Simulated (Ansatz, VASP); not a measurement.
# BeCd3O4 in VASP and in Ansatz

Contents of INCAR:

```
SYSTEM = BeCd3O4
ALGO = Normal
EDIFF = 1E-7
EDIFFG = -0.025
ENCUT = 600
GGA = PE
IBRION = 2
ISIF = 3
ISMEAR = 0
LASPH = .TRUE.
LCHARG = .FALSE.
LREAL = .FALSE.
LWAVE = .FALSE.
NELM = 60
NSW = 80
PREC = Accurate
SIGMA = 0.2
```

File KPOINTS:

```
k-points
0
G
  4 4 4
  0 0 0
```

Contents of POSCAR:

```
BeCd3O4
1.0
    4.7892451336     -0.0364155031     -0.0446101897
   -0.0364155031      4.9395111374     -0.0288144695
   -0.0446101897     -0.0288144695      4.9125948058
Be Cd O
1 3 4
Direct
    0.0151163324     -0.0215515675      0.0190171356
    0.0655197867      0.5219504811      0.5032764169
    0.4849045782      0.5391416312     -0.0278258356
    0.4824834833      0.0073333727      0.5442855794
    0.7649288159      0.7846916749      0.2245110825
    0.8060585338      0.1887860272      0.7770910630
    0.1551023833      0.8002439293      0.7701471651
    0.2258860864      0.1794044510      0.1894973930
```

Input for Ansatz:

```yaml
crystal:
  lattice:
    - [4.7892451336, -0.0364155031, -0.0446101897]
    - [-0.0364155031, 4.9395111374, -0.0288144695]
    - [-0.0446101897, -0.0288144695, 4.9125948058]
  atoms:
    - { symbol: Be, position: [0.0151163324, -0.0215515675, 0.0190171356] }
    - { symbol: Cd, position: [0.0655197867, 0.5219504811, 0.5032764169] }
    - { symbol: Cd, position: [0.4849045782, 0.5391416312, -0.0278258356] }
    - { symbol: Cd, position: [0.4824834833, 0.0073333727, 0.5442855794] }
    - { symbol: O, position: [0.7649288159, 0.7846916749, 0.2245110825] }
    - { symbol: O, position: [0.8060585338, 0.1887860272, 0.777091063] }
    - { symbol: O, position: [0.1551023833, 0.8002439293, 0.7701471651] }
    - { symbol: O, position: [0.2258860864, 0.179404451, 0.189497393] }
basis:
  ecutwfc: 420
kpoints:
  mp_grid: { grid: [4, 4, 4] }
hamiltonian:
  xc: pbe
scf:
  occupations: { method: gaussian, width: 0.2 }
  lower_state_search: "off"
output:
  forces: true
  stress: true
  eigenvalues: true
relax:
  adjacent_minimum: "off"
  f_tol: 0.025
  max_steps: 60
  cell: { stress_tol: 0.25 }
```

Change from the starting cell: cell x1, atoms moved at random (sigma 0.15 Å) and cell strained at random (1.5 %), then relaxed without symmetry.

Alike in both runs: task relaxation of cell and atoms; functional PBE; k mesh 4 × 4 × 4; occupations gaussian, width 0.2 eV; no spin polarisation.

|  | VASP | Ansatz |
| --- | --- | --- |
| version | VASP 6.6.1 | Ansatz 0.2.0 |
| potentials or method | VASP PAW PBE potentials, release 64 (Be, Cd, O), cutoff 600 eV | scalar-relativistic, plane waves, PAW |
| valence electrons in the cell | 62 | 86 |

|  | VASP | Ansatz | Ansatz less VASP |
| --- | --- | --- | --- |
| relaxed volume (Å³/atom) | 13.73 | 13.63 | -0.095 |
| relaxed cell length with the largest relative difference (Å) | 4.788 | 4.776 | -0.0118 |

VASP's potentials hold 62 valence electrons a cell and Ansatz's 86, so a difference there can come from the potentials and not from the codes.
